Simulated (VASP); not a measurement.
Here is a VASP 6.6.1 calculation.

INCAR

```
  PREC = Accurate
  ENCUT = 520
  EDIFF = 1E-6
  ISMEAR = 0
  SIGMA = 0.05
  LREAL = Auto
  LASPH = True
  NELM = 60
  ALGO = Normal
  ISIF = 2
  LWAVE = False
  LCHARG = True
  GGA = PE
  IVDW = 12
  LELF = True
  LVHAR = True
  NBANDS = 162
```

Contents of KPOINTS:

```
regular mesh
0
Gamma
  1 1 1
```

The input POSCAR:

```
Mg32O31
1.0
    8.8224000000      0.0000000000      0.0000000000
    0.0000000000      8.8224000000      0.0000000000
    0.0000000000      0.0000000000      8.8224000000
Mg O
32 31
Direct
    0.4993718263      0.0002001723     -0.0001878174
    0.7487494333      0.2494911815     -0.0002259022
    0.7492520176     -0.0004149664      0.2497042755
   -0.0007373277      0.0017090588     -0.0002407508
    0.2499658823      0.2495286997     -0.0000298105
    0.4994755395      0.4988424918     -0.0001811299
    0.7471322996      0.7494931085     -0.0001555132
    0.2494286135     -0.0002869967      0.2497640098
    0.4995198585      0.2495529561      0.2491498912
    0.7494153518      0.4994153518      0.2497836190
    0.4994564971      0.0018092583      0.4998755441
    0.7472451941      0.2495651977      0.4998824583
    0.7491923966     -0.0004435301      0.7498818915
   -0.0006712459      0.4972507481     -0.0001229824
    0.2515042392      0.7495182717     -0.0000563339
   -0.0006755531      0.2494890279      0.2476425916
    0.2494615978      0.4993719396      0.2498807581
    0.4992330885      0.7495139645      0.2477421110
   -0.0006938021      0.0085426868      0.4999603283
    0.2516377630      0.2494201124      0.4998690832
    0.4994173921      0.4972878128      0.4998494741
    0.7403589726      0.7494863076      0.4998009612
    0.2494950354     -0.0003579525      0.7500674420
    0.4994357544      0.2495022896      0.7505004307
    0.7493041576      0.4995021763      0.7498669296
   -0.0005544976      0.7496019224      0.2408707381
   -0.0005258206      0.4904392229      0.4999691694
    0.2583147443      0.7495843535      0.5000058941
   -0.0006610446      0.2494449356      0.7521345666
    0.2495362940      0.4994307671      0.7500962323
    0.4993711462      0.7495187251      0.7521048694
   -0.0006270403      0.7494816603      0.7588048604
    0.7494891413      0.2496236852      0.2499820910
   -0.0006106048      0.4990865297      0.2493433760
   -0.0006491431      0.2495367474      0.4998840452
    0.2493047243      0.2495827666      0.2498521944
    0.4993896219      0.4995733587      0.2499446863
    0.7489499456      0.7495619106      0.2494723658
   -0.0006491431      0.0001445185      0.2493149256
    0.4994695321      0.2495953482      0.4999687160
    0.7489080069      0.4990121736      0.4998848386
    0.7494001632      0.2496367202      0.7499067147
   -0.0006314608      0.4991179271      0.7503697407
   -0.0006714726      0.2495995421     -0.0001022398
    0.2498764509      0.7495955749      0.2494371146
    0.4994703255     -0.0003933170      0.2499625952
    0.2498154697      0.4990055994      0.4999147624
    0.4993977829      0.7496012423      0.4998757708
    0.7489683079      0.0000982726      0.4999301777
    0.2493551641      0.2496270856      0.7499076215
    0.4994019768      0.4996511153      0.7498528745
    0.7487893317      0.7496311661      0.7504095258
   -0.0006645584      0.0001907644      0.7505033778
    0.4994744061      0.2496962278     -0.0000787768
    0.7495022896      0.4996655105     -0.0001077938
   -0.0005515506      0.7496975880     -0.0001999456
    0.2499458197      0.0001293299      0.4999094351
    0.2500387650      0.7496605232      0.7504396763
    0.4994888012     -0.0003808487      0.7499459331
    0.2494137650      0.4996907871     -0.0000625680
    0.4993459830      0.7496056629     -0.0000625680
    0.7494230595     -0.0003703074     -0.0001047334
    0.2494499229     -0.0003118199     -0.0000962323
```

Potentials or basis: VASP PAW PBE potentials, release 64 (Mg, O).

The run is started by

```console
$ cat potpaw_PBE.64/Mg/POTCAR potpaw_PBE.64/O/POTCAR > POTCAR
$ mpirun -np 1 vasp_gam > vasp.out
```

(1) Predict the dispersion energy per atom.

(2) Predict the largest force.

(3) What does it give for the pressure?

Results:

(1) -0.255 eV.

(2) 0.030 eV/Å.

(3) -16.1 GPa.

Caveat: the k points lie up to 0.71 Å⁻¹ apart.
